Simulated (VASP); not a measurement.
# Ge: single point with PBE

The system is Ge.

```
Ge
1.0
     2.06924    3.95938   -3.45664
     2.06924   -3.95938   -3.45664
    -4.13848    0.00000   -6.91328
Ge
8
Direct
  0.51601 0.33700 0.92651
  0.01601 0.83700 0.42651
  0.66300 0.48399 0.57349
  0.16300 0.98399 0.07349
  0.83700 0.01601 0.92651
  0.33700 0.51601 0.42651
  0.98399 0.16300 0.57349
  0.48399 0.66300 0.07349
```

- Program: VASP 6.6.1
- Task: single point
- Functional: PBE
- Potentials or basis: VASP PAW PBE potentials, release 64 (Ge_d)
- Cutoff: 520 eV
- k mesh: 4 × 4 × 4
- Occupations: gaussian, width 0.2 eV
- Spin: no spin polarisation
- Dipole correction: no
- Further INCAR settings: ALGO = Normal; EDIFF = 1e-06; NBANDS = 66

```
Pressure               : 0.0 GPa
Largest force          : 0.007 eV/Å
Band gap on the k mesh : 0.26 eV
```

Forces in eV/Å, atoms in the order of the input:
```
Ge  -0.001  0.006  0.004
Ge  -0.001  0.006  0.004
Ge   0.001  0.006 -0.004
Ge   0.001  0.006 -0.004
Ge  -0.001 -0.006  0.004
Ge  -0.001 -0.006  0.004
Ge   0.001 -0.006 -0.004
Ge   0.001 -0.006 -0.004
```

Stress tensor (GPa, compression positive):
```
-0.04  0.00  0.03
 0.00 -0.06  0.00
 0.03  0.00  0.06
```

Levels at points of the mesh, in eV from the valence-band top:
```
           k point  band 52  band 53  band 54  band 55  band 56  band 57  band 58  band 59  band 60  band 61
(0.00, 0.00, 0.00)    -1.58    -1.22    -1.05    -0.59    -0.26     0.75     1.06     1.09     1.41     2.47
(0.50, 0.00, 0.00)    -2.58    -1.36    -1.36    -1.17    -1.17     1.70     1.70     2.06     2.06     3.01
(0.50, 0.50, 0.00)    -1.22    -0.59    -0.56    -0.48    -0.29     0.47     1.06     1.09     1.41     3.30
(0.00, 0.00, 0.50)    -2.24    -2.10    -2.10    -1.12    -1.12     1.84     1.84     1.96     1.96     3.12
(0.50, 0.00, 0.50)    -2.12    -1.59    -1.58    -0.62    -0.52     0.26     1.70     2.20     2.20     2.66
(0.50, 0.50, 0.50)    -2.56    -0.74    -0.74    -0.68    -0.68     1.44     1.44     2.61     2.61     3.61
```

It took 5.2 min on 1 thread of Intel Xeon 6975P-C, on a shared host, peak memory 0.45 GiB.

A k mesh can miss the band edges.
